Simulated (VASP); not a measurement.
# NaCl (Fm-3m) in VASP: elastic constants with LDA

Aim: the elastic constants of NaCl with LDA.

Everything below comes from runs of VASP 6.6.1. Logs are shortened: lines on timing, memory, paths and dates and some standing lists are left out, and cuts for length are marked.

**1. The cell of the first run**

It takes space group Fm-3m (No. 225, cubic). The conventional cell has a = 5.203 Å, b = 5.203 Å, c = 5.203 Å, α = 90.00°, β = 90.00°, γ = 90.00°. Within 3.4 Å of Na (site symmetry m-3m) lie 6 Cl at 2.60 Å. Cl (site symmetry m-3m) has 6 Na at 2.60 Å within 3.4 Å.

**2. Elastic constants, LDA**

Contents of INCAR:

```
SYSTEM = NaCl
PREC     = Accurate       ! precision mode
ENCUT    = 600            ! plane-wave cutoff, eV
EDIFF    = 1E-8           ! SCF threshold, eV
ISMEAR   = 0              ! smearing method
SIGMA    = 0.01           ! smearing width, eV
LREAL    = .False.        ! projectors in reciprocal space
LASPH    = .True.         ! aspherical terms in the spheres
NELM     = 80             ! most SCF steps
ALGO     = Normal         ! electronic algorithm
ISIF     = 3              ! what is computed and relaxed
LWAVE    = .False.        ! write WAVECAR
LCHARG   = .False.        ! write CHGCAR
IBRION   = 6              ! ionic algorithm
NFREE    = 2            
POTIM    = 0.015          ! step
NSW      = 1              ! ionic steps
```

Contents of KPOINTS:

```
Automatic mesh
0
Gamma
  8 8 8
  0 0 0
```

Contents of POSCAR:

```
NaCl
1.0
    0.0000000000      2.6017346137      2.6017346137
    2.6017346137      0.0000000000      2.6017346137
    2.6017346137      2.6017346137      0.0000000000
Na Cl
1 1
Direct
    0.0000000000      0.0000000000      0.0000000000
    0.5000000000      0.5000000000      0.5000000000
```

Potentials or basis: VASP PAW LDA potentials, release 64 (Na_pv, Cl).

The run is started by

```bash
$ cat potpaw_LDA.64/Na_pv/POTCAR potpaw_LDA.64/Cl/POTCAR > POTCAR
$ mpirun -np 1 vasp_std > vasp.out
```

OUTCAR:

```text
SYSTEM = NaCl
   PREC = Accurate
   ENCUT = 600
   EDIFF = 1E-8
   ISMEAR = 0
   LREAL = .False.
   LASPH = .True.
   NELM = 80
   ISIF = 3
   IBRION = 6
   NFREE = 2
   POTIM = 0.015
   NSW = 1

 ion  position               nearest neighbor table
   1  0.000  0.000  0.000-   2 2.60   2 2.60   2 2.60   2 2.60   2 2.60   2 2.60
   2  0.500  0.500  0.500-   1 2.60   1 2.60   1 2.60   1 2.60   1 2.60   1 2.60

  LATTYP: Found a face centered cubic cell.
 ALAT       =     5.2034692274

  Lattice vectors:

 A1 = (   0.0000000000,   2.6017346137,   2.6017346137)
 A2 = (   2.6017346137,   0.0000000000,   2.6017346137)
 A3 = (   2.6017346137,   2.6017346137,   0.0000000000)

Analysis of symmetry for initial positions (statically):
=====================================================================
 Subroutine PRICEL returns:
 Original cell was already a primitive cell.

 Routine SETGRP: Setting up the symmetry group for a
 face centered cubic supercell.

 Subroutine GETGRP returns: Found 48 space group operations
 (whereof 48 operations were pure point group operations)
 out of a pool of 48 trial point group operations.

The static configuration has the point symmetry O_h .

Analysis of symmetry for dynamics (positions and initial velocities):
=====================================================================
 Subroutine PRICEL returns:
 Original cell was already a primitive cell.

 Routine SETGRP: Setting up the symmetry group for a
 face centered cubic supercell.

 Subroutine GETGRP returns: Found 48 space group operations
 (whereof 48 operations were pure point group operations)
 out of a pool of 48 trial point group operations.

The dynamic configuration has the point symmetry O_h .

 Subroutine INISYM returns: Found 48 space group operations
 (whereof 48 operations are pure point group operations),
 and found     1 'primitive' translations

----------------------------------------------------------------------------------------

                                     Primitive cell

  volume of cell :      35.2224

  direct lattice vectors                    reciprocal lattice vectors
     0.000000000  2.601734614  2.601734614    -0.192179478  0.192179478  0.192179478
     2.601734614  0.000000000  2.601734614     0.192179478 -0.192179478  0.192179478
     2.601734614  2.601734614  0.000000000     0.192179478  0.192179478 -0.192179478

  length of vectors
     3.679408376  3.679408376  3.679408376     0.332864620  0.332864620  0.332864620

  position of ions in fractional coordinates (direct lattice)
     0.000000000  0.000000000  0.000000000
     0.500000000  0.500000000  0.500000000

  ion indices of the primitive-cell ions
   primitive index   ion index
                 1           1
                 2           2

----------------------------------------------------------------------------------------

 KPOINTS: Automatic mesh

Automatic generation of k-mesh.
 Grid dimensions read from file:
 generate k-points for:    8    8    8

 Generating k-lattice:

  Cartesian coordinates                     Fractional coordinates (reciprocal lattice)
    -0.024022435  0.024022435  0.024022435     0.125000000  0.000000000  0.000000000
     0.024022435 -0.024022435  0.024022435     0.000000000  0.125000000  0.000000000
     0.024022435  0.024022435 -0.024022435     0.000000000  0.000000000  0.125000000
[... 112 lines left out ...]
  Direction    XX          YY          ZZ          XY          YZ          ZX
  --------------------------------------------------------------------------------------
  -------------------------------------------------------------------------------------
  Total        1.4835289      1.4835289      1.4835289     -0.0000000      0.0000000      0.0000000
  in kB       67.4819472     67.4819472     67.4819472     -0.0000000      0.0000000      0.0000000
  external PRESSURE =      67.4819472 kB  Pullay stress =       0.0000000 kB
[... 89 lines left out ...]
  FREE ENERGIE OF THE ION-ELECTRON SYSTEM (eV)
  ---------------------------------------------------
  free  energy   TOTEN  =        -7.2604476806 eV

  energy  without entropy=       -7.2604476806  energy(sigma->0) =       -7.26044768

[... ionic steps 4 to 14 ...]

--------------------------------------- Ionic step       15  -------------------------------------------

 number of electron      13.9999998 magnetization

------------------------ aborting loop because EDIFF is reached ----------------------------------------
[... 67 lines left out ...]
--------------------------------------- Ionic step       17  -------------------------------------------

 number of electron      13.9999994 magnetization

 Free energy of the ion-electron system (eV)
  ---------------------------------------------------
  ext. energy  EPLUGINS =         0.00000000
  ---------------------------------------------------
  free energy    TOTEN  =        -7.28598083 eV

  energy without entropy =       -7.28598083  energy(sigma->0) =       -7.28598083

 E-fermi :   0.7728     XC(G=0):  -9.8090

 val. band max:        0.7269611495   @ k =   0.0000   0.0000   0.0000
 cond. band min:       6.5234659083   @ k =   0.0000   0.0000   0.0000
 fundamental gap:      5.7965047589
 Fermi energy:         0.7727858227

 k-point     1 :       0.0000    0.0000    0.0000
  band No.  band energies     occupation
      1     -19.7605      2.00000
      2     -19.7604      2.00000
      3     -19.7604      2.00000
      4     -12.5639      2.00000
      5       0.7269      2.00000
      6       0.7270      2.00000
      7       0.7270      2.00000
      8       6.5235      0.00000
      9      11.7173      0.00000
     10      11.7173      0.00000
     11      11.7173      0.00000
[... 309 lines left out ...]
 k-point    24 :      -0.3750    0.2500    0.1250
  band No.  band energies     occupation
      1     -19.8352      2.00000
      2     -19.7840      2.00000
      3     -19.7725      2.00000
      4     -11.7998      2.00000
      5      -1.7785      2.00000
      6      -0.4817      2.00000
      7       0.0566      2.00000
      8       9.2882      0.00000
      9      10.7026      0.00000
     10      11.8881      0.00000
     11      13.0208      0.00000

 [... further k-points ...]

------------------------ aborting loop because EDIFF is reached ----------------------------------------

  FORCE on cell =-STRESS in cart. coord.  units (eV):
  Direction    XX          YY          ZZ          XY          YZ          ZX
  --------------------------------------------------------------------------------------
  -------------------------------------------------------------------------------------
  Total        1.4890416      1.4837522      1.4837522      0.0000000     -0.0000000      0.0000000
  in kB       67.7327082     67.4921040     67.4921040      0.0000000     -0.0000000      0.0000000
  external PRESSURE =      67.5723054 kB  Pullay stress =       0.0000000 kB
[... 17 lines left out ...]
  FREE ENERGIE OF THE ION-ELECTRON SYSTEM (eV)
  ---------------------------------------------------
  free  energy   TOTEN  =        -7.2859808267 eV

  energy  without entropy=       -7.2859808267  energy(sigma->0) =       -7.28598083

 INTERNAL STRAIN TENSORS FROM STRAINED CELLS
 ============================================

 INTERNAL STRAIN TENSOR FOR ION    1 for displacements in x,y,z  (eV/Angst):
          X           Y           Z          XY          YZ          ZX
  --------------------------------------------------------------------------------
  x    -0.00000    -0.00000     0.00000     0.00000    -0.00000     0.00000
  y    -0.00000    -0.00000     0.00000    -0.00000    -0.00000     0.00000
  z     0.00000     0.00000    -0.00000     0.00000     0.00000     0.00000

 INTERNAL STRAIN TENSORS FROM DISPLACED ATOMS
 ============================================

 INTERNAL STRAIN TENSOR FOR ION    1 for displacements in x,y,z  (eV/Angst):
          X           Y           Z          XY          YZ          ZX
  --------------------------------------------------------------------------------
  x     0.00000     0.00000     0.00000     0.00000     0.00000     0.00000
  y     0.00000     0.00000     0.00000     0.00000     0.00000     0.00000
  z     0.00000     0.00000     0.00000     0.00000     0.00000     0.00000

 INTERNAL STRAIN TENSOR FOR ION    2 for displacements in x,y,z  (eV/Angst):
          X           Y           Z          XY          YZ          ZX
  --------------------------------------------------------------------------------
  x     0.00000     0.00000     0.00000     0.00000     0.00000     0.00000
  y     0.00000     0.00000     0.00000     0.00000     0.00000     0.00000
  z     0.00000     0.00000     0.00000     0.00000     0.00000     0.00000

 Eigenvectors and eigenvalues of the dynamical matrix
 ----------------------------------------------------

   1 f  =    7.781647 THz    48.893531 2PiTHz  259.567809 cm-1    32.182292 meV
             X         Y         Z           dx          dy          dz
      0.000000  0.000000  0.000000     0.000000    0.778526    0.000000
      2.601735  2.601735  2.601735     0.000000   -0.627612    0.000000
[... 21 lines left out ...]
   6 f/i=    0.004157 THz     0.026118 2PiTHz    0.138657 cm-1     0.017191 meV
             X         Y         Z           dx          dy          dz
      0.000000  0.000000  0.000000     0.000000    0.000000   -0.627612
      2.601735  2.601735  2.601735     0.000000    0.000000   -0.778526

--------------------------------------------------------------------------------------------------------

 ELASTIC MODULI CONTR FROM IONIC RELAXATION (kBar)
 Direction    XX          YY          ZZ          XY          YZ          ZX
 --------------------------------------------------------------------------------
 XX           0.0000      0.0000      0.0000      0.0000      0.0000      0.0000
 YY           0.0000      0.0000      0.0000      0.0000      0.0000      0.0000
 ZZ           0.0000      0.0000      0.0000      0.0000      0.0000      0.0000
 XY           0.0000      0.0000      0.0000      0.0000      0.0000      0.0000
 YZ           0.0000      0.0000      0.0000      0.0000      0.0000      0.0000
 ZX           0.0000      0.0000      0.0000      0.0000      0.0000      0.0000
 --------------------------------------------------------------------------------

 TOTAL ELASTIC MODULI (kBar)
 Direction    XX          YY          ZZ          XY          YZ          ZX
 --------------------------------------------------------------------------------
 XX        1334.9889    159.9898    159.9898     -0.0000     -0.0000      0.0000
 YY         159.9898   1334.9889    159.9898     -0.0000     -0.0000      0.0000
 ZZ         159.9898    159.9898   1334.9889      0.0000      0.0000      0.0000
 XY          -0.0000     -0.0000      0.0000    131.9962      0.0000     -0.0000
 YZ          -0.0000     -0.0000      0.0000      0.0000    131.9962      0.0000
 ZX           0.0000      0.0000      0.0000     -0.0000      0.0000    131.9962
 --------------------------------------------------------------------------------
```

Wall time 9.2 min (1 thread of Intel Xeon Platinum 8259CL at 2.50GHz (Skylake/Cascade Lake), shared host); peak memory 0.24 GiB.

Results:

```
Elastic constants C11, C12, C44                         : 133, 16, 13 GPa
Voigt bulk modulus                                      : 55 GPa
Highest phonon frequency at Γ, LO-TO splitting left out : 260 cm⁻¹
```

Phonon frequencies in cm⁻¹ (negative: imaginary):
```tsv
q point	frequencies
(0.000, 0.000, 0.000)	0 0 0 260 260 260
```

Elastic tensor in Voigt notation (GPa, in the Cartesian axes of the cell as first typed):
```
133  16  16   0   0   0
 16 133  16   0   0   0
 16  16 133   0   0   0
  0   0   0  13   0   0
  0   0   0   0  13   0
  0   0   0   0   0  13
```

Clamped-ion elastic tensor (GPa):
```
133  16  16   0   0   0
 16 133  16   0   0   0
 16  16 133   0   0   0
  0   0   0  13   0   0
  0   0   0   0  13   0
  0   0   0   0   0  13
```

Caveat: the cell is under stress, which shifts elastic constants.
